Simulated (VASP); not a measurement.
# CaO (P6_3/mmc) in VASP: further runs

CaO is run at these levels: r2SCAN; tasks: single point.

All numbers are computed with VASP 6.6.1; they aren't measurements. Logs are shortened: lines on timing, memory, paths and dates and some standing lists are left out, and cuts for length are marked.

## 1. The cell of the first run

The structure is hexagonal, space group P6_3/mmc (No. 194). The conventional cell has a = 3.320 Å, b = 3.320 Å, c = 5.814 Å, α = 90.00°, β = 90.00°, γ = 120.00°. Ca (site symmetry -3m) has 6 O at 2.41 Å and 8 Ca at 2.91 to 3.32 Å within 3.4 Å. Within 3.5 Å of O (site symmetry -6m2) lie 6 Ca at 2.41 Å and 12 O at 3.32 to 3.48 Å.

## 2. Single point, r2SCAN

Contents of POSCAR:

```
CaO
1.0
    3.3199366349      0.0000000000      0.0000000000
   -1.6599683174      2.8751494647      0.0000000000
    0.0000000000      0.0000000000      5.8143085363
Ca O
2 2
Direct
    0.0000000000      0.0000000000      0.0000000000
    0.0000000000      0.0000000000      0.5000000000
    0.3333333333      0.6666666667      0.2500000000
    0.6666666667      0.3333333333      0.7500000000
```

Contents of INCAR.step1:

```
SYSTEM = CaO
ALGO = Normal
EDIFF = 1E-4
ENCUT = 520
GGA = PE
ISMEAR = 0
LASPH = .True.
LCHARG = .False.
LREAL = .False.
LWAVE = .True.
NBANDS = 24
NELM = 100
PREC = Accurate
SIGMA = 0.01
```

Contents of INCAR.step2:

```
SYSTEM = CaO
ALGO = Normal
EDIFF = 1E-6
ENCUT = 520
ISIF = 2
ISMEAR = 0
ISTART = 1
LASPH = .True.
LCHARG = .False.
LMIXTAU = .True.
LREAL = .False.
LWAVE = .False.
METAGGA = R2SCAN
NBANDS = 24
NELM = 100
PREC = Accurate
SIGMA = 0.01
```

Contents of KPOINTS:

```
k-points
0
Gamma
  9 9 4
  0 0 0
```

Potentials or basis: VASP PAW PBE potentials, release 64 (Ca_sv, O).

Started as:

```
> cat potpaw_PBE.64/Ca_sv/POTCAR potpaw_PBE.64/O/POTCAR > POTCAR
> cp INCAR.step1 INCAR
> mpirun -np 1 vasp_std > vasp.out
> cp INCAR.step2 INCAR
> mpirun -np 1 vasp_std > vasp.out
```

OUTCAR:

```text
SYSTEM = CaO
   EDIFF = 1E-6
   ENCUT = 520
   ISIF = 2
   ISMEAR = 0
   ISTART = 1
   LASPH = .True.
   LREAL = .False.
   METAGGA = R2SCAN
   NELM = 100
   PREC = Accurate

 ion  position               nearest neighbor table
   1  0.000  0.000  0.000-   3 2.41   4 2.41   3 2.41   4 2.41   4 2.41   3 2.41   2 2.91   2 2.91

   2  0.000  0.000  0.500-   3 2.41   4 2.41   3 2.41   4 2.41   4 2.41   3 2.41   1 2.91   1 2.91

   3  0.333  0.667  0.250-   1 2.41   2 2.41   1 2.41   2 2.41   1 2.41   2 2.41
   4  0.667  0.333  0.750-   1 2.41   2 2.41   1 2.41   2 2.41   1 2.41   2 2.41

  LATTYP: Found a hexagonal cell.
 ALAT       =     3.3199366349
 C/A-ratio  =     1.7513311776

  Lattice vectors:

 A1 = (   3.3199366349,   0.0000000000,   0.0000000000)
 A2 = (  -1.6599683174,   2.8751494647,   0.0000000000)
 A3 = (   0.0000000000,   0.0000000000,   5.8143085363)

Analysis of symmetry for initial positions (statically):
=====================================================================
 Subroutine PRICEL returns:
 Original cell was already a primitive cell.

 Routine SETGRP: Setting up the symmetry group for a
 hexagonal supercell.

 Subroutine GETGRP returns: Found 24 space group operations
 (whereof 12 operations were pure point group operations)
 out of a pool of 24 trial point group operations.

The static configuration has the point symmetry D_3d.
 The point group associated with its full space group is D_6h.

Analysis of symmetry for dynamics (positions and initial velocities):
=====================================================================
 Subroutine PRICEL returns:
 Original cell was already a primitive cell.

 Routine SETGRP: Setting up the symmetry group for a
 hexagonal supercell.

 Subroutine GETGRP returns: Found 24 space group operations
 (whereof 12 operations were pure point group operations)
 out of a pool of 24 trial point group operations.

The dynamic configuration has the point symmetry D_3d.
 The point group associated with its full space group is D_6h.

 Subroutine INISYM returns: Found 24 space group operations
 (whereof 12 operations are pure point group operations),
 and found     1 'primitive' translations

----------------------------------------------------------------------------------------

                                     Primitive cell

  volume of cell :      55.4994

  direct lattice vectors                    reciprocal lattice vectors
     3.319936635  0.000000000  0.000000000     0.301210568  0.173904003  0.000000000
    -1.659968317  2.875149465  0.000000000     0.000000000  0.347808005  0.000000000
     0.000000000  0.000000000  5.814308536     0.000000000  0.000000000  0.171989497

  length of vectors
     3.319936635  3.319936635  5.814308536     0.347808005  0.347808005  0.171989497

  position of ions in fractional coordinates (direct lattice)
     0.000000000  0.000000000  0.000000000
     0.000000000  0.000000000  0.500000000
     0.333333333  0.666666667  0.250000000
     0.666666667  0.333333333  0.750000000

  ion indices of the primitive-cell ions
   primitive index   ion index
                 1           1
                 2           2
                 3           3
                 4           4

----------------------------------------------------------------------------------------

 KPOINTS: k-points

Automatic generation of k-mesh.
 Grid dimensions read from file:
 generate k-points for:    9    9    4

 Generating k-lattice:

  Cartesian coordinates                     Fractional coordinates (reciprocal lattice)
     0.033467841  0.019322667  0.000000000     0.111111111  0.000000000  0.000000000
     0.000000000  0.038645334  0.000000000     0.000000000  0.111111111  0.000000000
     0.000000000  0.000000000  0.042997374     0.000000000  0.000000000  0.250000000

  Length of vectors
     0.038645334  0.038645334  0.042997374

  Shift w.r.t. Gamma in fractional coordinates (k-lattice)
     0.000000000  0.000000000  0.000000000

 Subroutine IBZKPT returns following result:
 ===========================================

 Found     36 irreducible k-points:

 Following reciprocal coordinates:
            Coordinates               Weight
  0.000000  0.000000  0.000000      1.000000
  0.111111  0.000000  0.000000      6.000000
  0.222222  0.000000  0.000000      6.000000
  0.333333  0.000000  0.000000      6.000000
  0.444444  0.000000  0.000000      6.000000
  0.111111  0.111111  0.000000      6.000000
[... 16 lines left out ...]
  0.333333  0.222222  0.250000     24.000000
  0.333333  0.333333  0.250000      4.000000
 [... further k-points ...]
   k-points           NKPTS =     36   k-points in BZ     NKDIM =     36   number of bands    NBANDS=     24
   number of dos      NEDOS =    301   number of ions     NIONS =      4
   total plane-waves  NPLWV =  37632
   dimension x,y,z NGX =    28 NGY =   28 NGZ =   48
   dimension x,y,z NGXF=    56 NGYF=   56 NGZF=   96
   ions per type =               2   2
   NGX,Y,Z   is equivalent  to a cutoff of  14.02, 14.02, 13.72 a.u.
   NGXF,Y,Z  is equivalent  to a cutoff of  28.04, 28.04, 27.45 a.u.
 SYSTEM =  CaO
   PREC   = accura    normal or accurate (medium, high low for compatibility)
   ISTART =      1    job   : 0-new  1-cont  2-samecut
   ICHARG =      0    charge: 1-file 2-atom 10-const
   ISPIN  =      1    spin polarized calculation?
   LNONCOLLINEAR =      F non collinear calculations
   LSORBIT =      F    spin-orbit coupling
   LASPH  =      T    aspherical Exc in radial PAW
   ENCUT  =  520.0 eV  38.22 Ry    6.18 a.u.   6.17  6.17 10.81*2*pi/ulx,y,z
   NELM   =    100;   NELMIN=  2; NELMDL=  0     # of ELM steps
   EDIFF  = 0.1E-05   stopping-criterion for ELM
   LREAL  =      F    real-space projection
[... 7 lines left out ...]
   TEBEG  =    0.0;   TEEND  =   0.0 temperature during run
   PSTRESS=    0.0 pullay stress
   NELECT =      32.0000    total number of electrons
   NUPDOWN=      -1.0000    fix difference up-down
   EMIN   =  10.00;   EMAX   =-10.00  energy-range for DOS
   EFERMI =   0.00;   METHOD = LEGACY
   ISMEAR =     0;   SIGMA  =   0.01  broadening in eV -4-tet -1-fermi 0-gaus
   EFERMI_NEDOS =   21; number of points for ismear=-14 and -15
   IALGO  =     38    algorithm
   IMIX   =      4    mixing-type and parameters
     AMIX     =   0.40;   BMIX     =  1.00
     AMIX_MAG =   1.60;   BMIX_MAG =  1.00
  volume/ion in A,a.u.               =      13.87        93.63
  Fermi-wavevector in a.u.,A,eV,Ry     =   1.362580  2.574903 25.260912  1.856625
  Thomas-Fermi vector in A             =   2.489057
   LORBIT       =      0    0 simple, 1 ext, 2 COOP (PROOUT), +10 PAW based schemes
   METAGGA = R2SCAN    functional components
   LHFCALC =     F    Hartree Fock is set to
   AEXX    =    0.0000 exact exchange contribution
   IVDW    =     0    specifies the selected vdW correction
   LEPSILON=     F    determine dielectric tensor
   LRPA    =     F    only Hartree local field effects (RPA)
 non-spin polarized calculation
 Gauss-broadening in eV      SIGMA  =   0.01
  energy-cutoff  :      520.00
  volume of cell :       55.50
 maximum number of plane-waves:      1518
 NGX is ok and might be reduce to    28
   NGX = 13   NGY = 13   NGZ = 21

 number of electron      31.9999996 magnetization

 Free energy of the ion-electron system (eV)
  ---------------------------------------------------
  ext. energy  EPLUGINS =         0.00000000
  ---------------------------------------------------
  free energy    TOTEN  =       -38.24841595 eV

  energy without entropy =      -38.24841595  energy(sigma->0) =      -38.24841595

 E-fermi :   2.2890     XC(G=0): -11.0654

 val. band max:        2.1573838923   @ k =   0.0000   0.0000   0.0000
 cond. band min:       6.5598806224   @ k =   0.0000   0.0000   0.0000
 fundamental gap:      4.4024967301
 Fermi energy:         2.2889601289

 k-point     1 :       0.0000    0.0000    0.0000
  band No.  band energies     occupation
      1     -37.3358      2.00000
      2     -37.1673      2.00000
      3     -18.6400      2.00000
      4     -17.2095      2.00000
      5     -17.2095      2.00000
      6     -17.0742      2.00000
[... 16 lines left out ...]
     23      10.7117      0.00000
     24      11.3258      0.00000

 k-point     2 :       0.1111    0.0000    0.0000
  band No.  band energies     occupation
      1     -37.3255      2.00000
      2     -37.1587      2.00000
      3     -18.5808      2.00000
      4     -17.3702      2.00000
      5     -17.2269      2.00000
      6     -17.1414      2.00000
[... 16 lines left out ...]
     23      10.7874      0.00000
     24      11.6684      0.00000

 k-point     3 :       0.2222    0.0000    0.0000
  band No.  band energies     occupation
      1     -37.2991      2.00000
      2     -37.1370      2.00000
      3     -18.4264      2.00000
      4     -17.7116      2.00000
      5     -17.3083      2.00000
      6     -17.2706      2.00000
[... 16 lines left out ...]
     23      11.0967      0.00000
     24      11.4451      0.00000

 k-point     4 :       0.3333    0.0000    0.0000
  band No.  band energies     occupation
      1     -37.2689      2.00000
      2     -37.1121      2.00000
      3     -18.2777      2.00000
      4     -17.9874      2.00000
      5     -17.4922      2.00000
      6     -17.3197      2.00000
[... 16 lines left out ...]
     23      11.5707      0.00000
     24      11.8385      0.00000

 k-point     5 :       0.4444    0.0000    0.0000
  band No.  band energies     occupation
      1     -37.2491      2.00000
      2     -37.0957      2.00000
      3     -18.3279      2.00000
      4     -17.9807      2.00000
      5     -17.6091      2.00000
      6     -17.3515      2.00000
[... 451 lines left out ...]
 k-point    22 :       0.2222    0.2222    0.2500
  band No.  band energies     occupation
      1     -37.2334      2.00000
      2     -37.1241      2.00000
      3     -18.0055      2.00000
      4     -17.9918      2.00000
      5     -17.5805      2.00000
      6     -17.4461      2.00000
[... 16 lines left out ...]
     23      11.1846      0.00000
     24      12.0339      0.00000

 k-point    23 :       0.3333    0.2222    0.2500
  band No.  band energies     occupation
      1     -37.2186      2.00000
      2     -37.1112      2.00000
      3     -18.0585      2.00000
      4     -17.8629      2.00000
      5     -17.6914      2.00000
      6     -17.5368      2.00000
[... 16 lines left out ...]
     23      11.3969      0.00000
     24      12.0936      0.00000

 k-point    24 :       0.3333    0.3333    0.2500
  band No.  band energies     occupation
      1     -37.2135      2.00000
      2     -37.1067      2.00000
      3     -17.8886      2.00000
      4     -17.8886      2.00000
      5     -17.8271      2.00000
      6     -17.4996      2.00000
[... 16 lines left out ...]
     23      11.2280      0.00000
     24      11.9005      0.00000

 [... further k-points ...]

------------------------ aborting loop because EDIFF is reached ----------------------------------------

  FORCE on cell =-STRESS in cart. coord.  units (eV):
  Direction    XX          YY          ZZ          XY          YZ          ZX
  --------------------------------------------------------------------------------------
  -------------------------------------------------------------------------------------
  Total        0.3385794      0.3385794      0.4111094      0.0000000     -0.0000000      0.0000000
  in kB        9.7742360      9.7742360     11.8680595      0.0000000     -0.0000000      0.0000000
  external PRESSURE =      10.4721772 kB  Pullay stress =       0.0000000 kB

 VOLUME and BASIS-vectors are now :
 -----------------------------------------------------------------------------
  energy-cutoff  :      520.00
  volume of cell :       55.50
      direct lattice vectors                 reciprocal lattice vectors
     3.319936635  0.000000000  0.000000000     0.301210568  0.173904003  0.000000000
    -1.659968317  2.875149465  0.000000000     0.000000000  0.347808005  0.000000000
     0.000000000  0.000000000  5.814308536     0.000000000  0.000000000  0.171989497

 POSITION                                       TOTAL-FORCE (eV/Angst)
 -----------------------------------------------------------------------------------
      0.00000      0.00000      0.00000        -0.000000     -0.000000     -0.000000
      0.00000      0.00000      2.90715         0.000000     -0.000000     -0.000000
     -0.00000      1.91677      1.45358        -0.000000      0.000000     -0.000000
      1.65997      0.95838      4.36073         0.000000     -0.000000      0.000000
 -----------------------------------------------------------------------------------
    total drift:                                0.000000     -0.000000      0.000000

  FREE ENERGIE OF THE ION-ELECTRON SYSTEM (eV)
  ---------------------------------------------------
  free  energy   TOTEN  =       -38.2484159519 eV

  energy  without entropy=      -38.2484159519  energy(sigma->0) =      -38.24841595
```

Run time: 4.2 min. Hardware: 1 thread of Intel Xeon Platinum 8259CL at 2.50GHz (Skylake/Cascade Lake), shared host; peak memory 0.21 GiB.

Results:

```
Free energy            : -38.2484 eV
Pressure               : 1.0 GPa
Band gap on the k mesh : 4.40 eV
```

Caveat: the PAW data sets were made with another functional, which shifts forces and pressure a little; an odd mesh through Γ misses points on the zone boundary, where band edges can lie.

## 3. Single point, r2SCAN

POSCAR is that of step 2.

Contents of INCAR.step1:

```
PREC = Accurate
ENCUT = 520
ISMEAR = 0
SIGMA = 0.01
LREAL = F
LASPH = T
NELM = 100
NBANDS = 24
GGA = PE
ALGO = Normal
EDIFF = 1E-4
LWAVE = T
LCHARG = F
```

Contents of INCAR.step2:

```
PREC = Accurate
ENCUT = 520
EDIFF = 1E-6
ISMEAR = 0
SIGMA = 0.01
LREAL = F
LASPH = T
NELM = 100
ALGO = Normal
ISIF = 2
LWAVE = F
LCHARG = F
METAGGA = R2SCAN
LMIXTAU = T
NBANDS = 24
ISTART = 1
```

Contents of KPOINTS:

```
regular mesh
0
Gamma
  9 9 4
```

Potentials or basis: VASP PAW PBE potentials, release 64 (Ca_sv, O).

Started as:

```
> cat potpaw_PBE.64/Ca_sv/POTCAR potpaw_PBE.64/O/POTCAR > POTCAR
> cp INCAR.step1 INCAR
> mpirun -np 1 vasp_std > vasp.out
> cp INCAR.step2 INCAR
> mpirun -np 1 vasp_std > vasp.out
```

Run time: 4 min. Hardware: 1 thread of Intel Xeon Platinum 8259CL at 2.50GHz (Skylake/Cascade Lake), shared host; peak memory 0.21 GiB.

Results (log left out):

| Item | Value |
| --- | --- |
| Free energy | -38.2484 eV |
| Pressure | 1.0 GPa |
| Band gap on the k mesh | 4.40 eV |

Stress tensor (GPa, compression positive):
```
0.98 0.00 0.00
0.00 0.98 0.00
0.00 0.00 1.19
```

Levels at points of the mesh, in eV from the valence-band top:
| k point | band 14 | band 15 | band 16 | band 17 | band 18 | band 19 |
| --- | --- | --- | --- | --- | --- | --- |
| (0.00, 0.00, 0.00) | -0.24 | 0.00 | 0.00 | 4.40 | 5.64 | 7.02 |
| (0.00, 0.00, 0.50) | -0.58 | -0.58 | -0.58 | 6.46 | 6.46 | 7.48 |

Caveat: the PAW data sets were made with another functional, which shifts forces and pressure a little; an odd mesh through Γ misses points on the zone boundary, where band edges can lie.
